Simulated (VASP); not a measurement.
# NaCl (Pm-3m) in VASP: single point with LDA

Aim: the single point of NaCl with LDA.

Program: VASP 6.6.1. These are calculated values, not measurements. Logs are shortened: lines on timing, memory, paths and dates and some standing lists are left out, and cuts for length are marked.

## Step 1: The cell of the first run

It takes space group Pm-3m (No. 221, cubic). Conventional cell: a = 3.295 Å, b = 3.295 Å, c = 3.295 Å, α = 90.00°, β = 90.00°, γ = 90.00°. Na (site symmetry m-3m) has 8 Cl at 2.85 Å and 6 Na at 3.29 Å within 3.8 Å. Within 3.8 Å of Cl (site symmetry m-3m) lie 8 Na at 2.85 Å and 6 Cl at 3.29 Å.

## Step 2: Single point, LDA (17.89 Å³/atom)

INCAR reads:

```
SYSTEM = NaCl
  PREC = Accurate
  ENCUT = 520
  EDIFF = 1E-6
  ISMEAR = 0
  SIGMA = 0.02
  LREAL = .False.
  LASPH = .True.
  NELM = 60
  ALGO = Normal
  ISIF = 2
  LWAVE = .False.
  LCHARG = .False.
  GGA = CA
  NBANDS = 14
```

KPOINTS reads:

```
Automatic mesh
0
Gamma
  8 8 8
  0 0 0
```

POSCAR reads:

```
NaCl
1.0
    3.2950000000      0.0000000000      0.0000000000
    0.0000000000      3.2950000000      0.0000000000
    0.0000000000      0.0000000000      3.2950000000
Na Cl
1 1
Direct
    0.0000000000      0.0000000000      0.0000000000
    0.5000000000      0.5000000000      0.5000000000
```

Potentials or basis: VASP PAW LDA potentials, release 64 (Na_pv, Cl).

Launch:

```
cat potpaw_LDA.64/Na_pv/POTCAR potpaw_LDA.64/Cl/POTCAR > POTCAR
mpirun -np 1 vasp_std > vasp.out
```

OUTCAR:

```text
SYSTEM = NaCl
   PREC = Accurate
   ENCUT = 520
   EDIFF = 1E-6
   ISMEAR = 0
   LREAL = .False.
   LASPH = .True.
   NELM = 60
   ISIF = 2
   GGA = CA

 ion  position               nearest neighbor table
   1  0.000  0.000  0.000-
   2  0.500  0.500  0.500-

  LATTYP: Found a simple cubic cell.
 ALAT       =     3.2950000000

  Lattice vectors:

 A1 = (   3.2950000000,   0.0000000000,   0.0000000000)
 A2 = (   0.0000000000,   3.2950000000,   0.0000000000)
 A3 = (   0.0000000000,   0.0000000000,   3.2950000000)

Analysis of symmetry for initial positions (statically):
=====================================================================
 Subroutine PRICEL returns:
 Original cell was already a primitive cell.

 Routine SETGRP: Setting up the symmetry group for a
 simple cubic supercell.

 Subroutine GETGRP returns: Found 48 space group operations
 (whereof 48 operations were pure point group operations)
 out of a pool of 48 trial point group operations.

The static configuration has the point symmetry O_h .

Analysis of symmetry for dynamics (positions and initial velocities):
=====================================================================
 Subroutine PRICEL returns:
 Original cell was already a primitive cell.

 Routine SETGRP: Setting up the symmetry group for a
 simple cubic supercell.

 Subroutine GETGRP returns: Found 48 space group operations
 (whereof 48 operations were pure point group operations)
 out of a pool of 48 trial point group operations.

The dynamic configuration has the point symmetry O_h .

 Subroutine INISYM returns: Found 48 space group operations
 (whereof 48 operations are pure point group operations),
 and found     1 'primitive' translations

----------------------------------------------------------------------------------------

                                     Primitive cell

  volume of cell :      35.7739

  direct lattice vectors                    reciprocal lattice vectors
     3.295000000  0.000000000  0.000000000     0.303490137  0.000000000  0.000000000
     0.000000000  3.295000000  0.000000000     0.000000000  0.303490137  0.000000000
     0.000000000  0.000000000  3.295000000     0.000000000  0.000000000  0.303490137

  length of vectors
     3.295000000  3.295000000  3.295000000     0.303490137  0.303490137  0.303490137

  position of ions in fractional coordinates (direct lattice)
     0.000000000  0.000000000  0.000000000
     0.500000000  0.500000000  0.500000000

  ion indices of the primitive-cell ions
   primitive index   ion index
                 1           1
                 2           2

----------------------------------------------------------------------------------------

 KPOINTS: Automatic mesh

Automatic generation of k-mesh.
 Grid dimensions read from file:
 generate k-points for:    8    8    8

 Generating k-lattice:

  Cartesian coordinates                     Fractional coordinates (reciprocal lattice)
     0.037936267  0.000000000  0.000000000     0.125000000  0.000000000  0.000000000
     0.000000000  0.037936267  0.000000000     0.000000000  0.125000000  0.000000000
     0.000000000  0.000000000  0.037936267     0.000000000  0.000000000  0.125000000

  Length of vectors
     0.037936267  0.037936267  0.037936267

  Shift w.r.t. Gamma in fractional coordinates (k-lattice)
     0.000000000  0.000000000  0.000000000

 Subroutine IBZKPT returns following result:
 ===========================================

 Found     35 irreducible k-points:

 Following reciprocal coordinates:
            Coordinates               Weight
  0.000000  0.000000  0.000000      1.000000
  0.125000  0.000000  0.000000      6.000000
  0.250000  0.000000  0.000000      6.000000
  0.375000  0.000000  0.000000      6.000000
  0.500000  0.000000  0.000000      3.000000
  0.125000  0.125000  0.000000     12.000000
[... 16 lines left out ...]
  0.375000  0.375000  0.125000     24.000000
  0.500000  0.375000  0.125000     24.000000
 [... further k-points ...]
   k-points           NKPTS =     35   k-points in BZ     NKDIM =     35   number of bands    NBANDS=     14
   number of dos      NEDOS =    301   number of ions     NIONS =      2
   total plane-waves  NPLWV =  21952
   dimension x,y,z NGX =    28 NGY =   28 NGZ =   28
   dimension x,y,z NGXF=    56 NGYF=   56 NGZF=   56
   ions per type =               1   1
   NGX,Y,Z   is equivalent  to a cutoff of  14.13, 14.13, 14.13 a.u.
   NGXF,Y,Z  is equivalent  to a cutoff of  28.25, 28.25, 28.25 a.u.
 SYSTEM =  NaCl
   PREC   = accura    normal or accurate (medium, high low for compatibility)
   ISTART =      0    job   : 0-new  1-cont  2-samecut
   ICHARG =      2    charge: 1-file 2-atom 10-const
   ISPIN  =      1    spin polarized calculation?
   LNONCOLLINEAR =      F non collinear calculations
   LSORBIT =      F    spin-orbit coupling
   LASPH  =      T    aspherical Exc in radial PAW
   ENCUT  =  520.0 eV  38.22 Ry    6.18 a.u.   6.13  6.13  6.13*2*pi/ulx,y,z
   NELM   =     60;   NELMIN=  2; NELMDL= -5     # of ELM steps
   EDIFF  = 0.1E-05   stopping-criterion for ELM
   LREAL  =      F    real-space projection
   EDIFFG = 0.1E-04   stopping-criterion for IOM
   NSW    =      0    number of steps for IOM
   IBRION =     -1    ionic relax: 0-MD 1-quasi-New 2-CG
   NFREE  =      0    steps in history (QN), initial steepest desc. (CG)
   ISIF   =      2    stress and relaxation
   ISYM   =      2    0-nonsym 1-usesym 2-fastsym
   POTIM  = 0.5000    time-step for ionic-motion
   TEBEG  =    0.0;   TEEND  =   0.0 temperature during run
   PSTRESS=    0.0 pullay stress
   NELECT =      14.0000    total number of electrons
   NUPDOWN=      -1.0000    fix difference up-down
   EMIN   =  10.00;   EMAX   =-10.00  energy-range for DOS
   EFERMI =   0.00;   METHOD = LEGACY
   ISMEAR =     0;   SIGMA  =   0.02  broadening in eV -4-tet -1-fermi 0-gaus
   EFERMI_NEDOS =   21; number of points for ismear=-14 and -15
   IALGO  =     38    algorithm
   IMIX   =      4    mixing-type and parameters
     AMIX     =   0.40;   BMIX     =  1.00
     AMIX_MAG =   1.60;   BMIX_MAG =  1.00
  volume/ion in A,a.u.               =      17.89       120.71
  Fermi-wavevector in a.u.,A,eV,Ry     =   1.197463  2.262877 19.509633  1.433918
  Thomas-Fermi vector in A             =   2.333377
   LORBIT       =      0    0 simple, 1 ext, 2 COOP (PROOUT), +10 PAW based schemes
   GGA     = CA    functional components
   LHFCALC =     F    Hartree Fock is set to
   AEXX    =    0.0000 exact exchange contribution
   IVDW    =     0    specifies the selected vdW correction
   LEPSILON=     F    determine dielectric tensor
   LRPA    =     F    only Hartree local field effects (RPA)
 non-spin polarized calculation
 Gauss-broadening in eV      SIGMA  =   0.02
  energy-cutoff  :      520.00
  volume of cell :       35.77
 maximum number of plane-waves:       992
 NGX is ok and might be reduce to    28
   NGX = 13   NGY = 13   NGZ = 13

 number of electron      13.9999989 magnetization

 Free energy of the ion-electron system (eV)
  ---------------------------------------------------
  ext. energy  EPLUGINS =         0.00000000
  ---------------------------------------------------
  free energy    TOTEN  =        -7.10253371 eV

  energy without entropy =       -7.10253371  energy(sigma->0) =       -7.10253371

 E-fermi :   1.8417     XC(G=0):  -9.7818

 val. band max:        1.6619467317   @ k =   0.5000   0.5000   0.0000
 cond. band min:       5.9499445519   @ k =   0.0000   0.0000   0.0000
 fundamental gap:      4.2879978202
 Fermi energy:         1.8417179998

 k-point     1 :       0.0000    0.0000    0.0000
  band No.  band energies     occupation
      1     -20.2719      2.00000
      2     -20.2719      2.00000
      3     -20.2719      2.00000
      4     -12.4048      2.00000
      5       0.9792      2.00000
      6       0.9792      2.00000
      7       0.9792      2.00000
      8       5.9499      0.00000
      9       9.6569      0.00000
     10       9.6569      0.00000
     11      18.1274      0.00000
     12      18.1274      0.00000
     13      18.1274      0.00000
     14      18.7036      0.00000

 k-point     2 :       0.1250    0.0000    0.0000
  band No.  band energies     occupation
      1     -20.2853      2.00000
      2     -20.2708      2.00000
      3     -20.2708      2.00000
      4     -12.3242      2.00000
      5       0.3025      2.00000
      6       1.0220      2.00000
      7       1.0220      2.00000
      8       6.4642      0.00000
      9       9.8503      0.00000
     10      10.2028      0.00000
     11      16.6392      0.00000
     12      16.6392      0.00000
     13      18.1458      0.00000
     14      18.2654      0.00000

 k-point     3 :       0.2500    0.0000    0.0000
  band No.  band energies     occupation
      1     -20.3171      2.00000
      2     -20.2679      2.00000
      3     -20.2679      2.00000
      4     -12.1190      2.00000
      5      -0.9450      2.00000
      6       1.1290      2.00000
      7       1.1290      2.00000
      8       7.3921      0.00000
      9      10.4146      0.00000
     10      11.2737      0.00000
     11      15.0898      0.00000
     12      15.0898      0.00000
     13      17.7037      0.00000
     14      17.7218      0.00000
[... 324 lines left out ...]
 k-point    23 :       0.3750    0.3750    0.1250
  band No.  band energies     occupation
      1     -20.3299      2.00000
      2     -20.3259      2.00000
      3     -20.2692      2.00000
      4     -11.4652      2.00000
      5      -1.2315      2.00000
      6      -1.0727      2.00000
      7       1.0673      2.00000
      8       7.8376      0.00000
      9      10.9586      0.00000
     10      11.9449      0.00000
     11      13.0180      0.00000
     12      15.6735      0.00000
     13      15.7436      0.00000
     14      19.7319      0.00000

 k-point    24 :       0.5000    0.3750    0.1250
  band No.  band energies     occupation
      1     -20.3388      2.00000
      2     -20.3249      2.00000
      3     -20.2680      2.00000
      4     -11.3944      2.00000
      5      -1.4802      2.00000
      6      -1.0133      2.00000
      7       1.1335      2.00000
      8       7.4053      0.00000
      9      11.4330      0.00000
     10      11.5925      0.00000
     11      12.9249      0.00000
     12      15.8331      0.00000
     13      15.9737      0.00000
     14      19.3427      0.00000

 [... further k-points ...]

------------------------ aborting loop because EDIFF is reached ----------------------------------------

  FORCE on cell =-STRESS in cart. coord.  units (eV):
  Direction    XX          YY          ZZ          XY          YZ          ZX
  --------------------------------------------------------------------------------------
  -------------------------------------------------------------------------------------
  Total        0.6024650      0.6024650      0.6024650     -0.0000000     -0.0000000     -0.0000000
  in kB       26.9821228     26.9821228     26.9821228     -0.0000000     -0.0000000     -0.0000000
  external PRESSURE =      26.9821228 kB  Pullay stress =       0.0000000 kB

 VOLUME and BASIS-vectors are now :
 -----------------------------------------------------------------------------
  energy-cutoff  :      520.00
  volume of cell :       35.77
      direct lattice vectors                 reciprocal lattice vectors
     3.295000000  0.000000000  0.000000000     0.303490137  0.000000000  0.000000000
     0.000000000  3.295000000  0.000000000     0.000000000  0.303490137  0.000000000
     0.000000000  0.000000000  3.295000000     0.000000000  0.000000000  0.303490137

 POSITION                                       TOTAL-FORCE (eV/Angst)
 -----------------------------------------------------------------------------------
      0.00000      0.00000      0.00000         0.000000      0.000000      0.000000
      1.64750      1.64750      1.64750         0.000000      0.000000      0.000000
 -----------------------------------------------------------------------------------
    total drift:                               -0.000000      0.000000      0.000000

  FREE ENERGIE OF THE ION-ELECTRON SYSTEM (eV)
  ---------------------------------------------------
  free  energy   TOTEN  =        -7.1025337075 eV

  energy  without entropy=       -7.1025337075  energy(sigma->0) =       -7.10253371
```

Wall time 22 s (1 thread of Intel Xeon 8259CL, shared host); peak memory 0.14 GiB.

Results:

```
Free energy            : -7.1025 eV
Pressure               : 2.7 GPa
Band gap on the k mesh : 4.29 eV (least direct gap 4.97 eV)
```

A k mesh can miss the band edges.
